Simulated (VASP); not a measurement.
Here is a VASP 6.6.1 calculation.

Contents of INCAR:

```
ALGO = Normal
EDIFF = 1E-6
EDIFFG = -0.01
ENCUT = 600
GGA = PE
IBRION = 2
ISIF = 3
ISMEAR = 0
LASPH = T
LCHARG = F
LREAL = F
LWAVE = F
NELM = 100
NSW = 100
PREC = Accurate
SIGMA = 0.1
```

KPOINTS

```
k-points
0
Gamma
  12 12 6
```

Contents of POSCAR:

```
Sc3AlP
1.0
    4.5240529526      0.0000000000      0.0000000000
   -2.2620264763      3.9179447850      0.0000000000
    0.0000000000      0.0000000000      6.1644384269
Sc Al P
3 1 1
Direct
    0.6666666667      0.3333333333      0.2673934336
    0.6666666667      0.3333333333      0.7326065664
    0.0000000000      0.0000000000      0.0000000000
    0.3333333333      0.6666666667      0.0000000000
    0.0000000000      0.0000000000      0.5000000000
```

Potentials or basis: VASP PAW PBE potentials, release 64 (Sc_sv, Al, P).

Launch:

```bash
$ cat potpaw_PBE.64/Sc_sv/POTCAR potpaw_PBE.64/Al/POTCAR potpaw_PBE.64/P/POTCAR > POTCAR
$ mpirun -np 1 vasp_std > vasp.out
```

(1) What does it give for the relaxed cell?

(2) What does it give for the relaxed volume?

(3) Estimate the space group after relaxing (to 0.05 Å).

Results:

(1) a = 4.527 Å, b = 4.527 Å, c = 6.170 Å, α = 90.00°, β = 90.00°, γ = 120.00°.

(2) 21.90 Å³/atom.

(3) P-6m2 (No. 187).
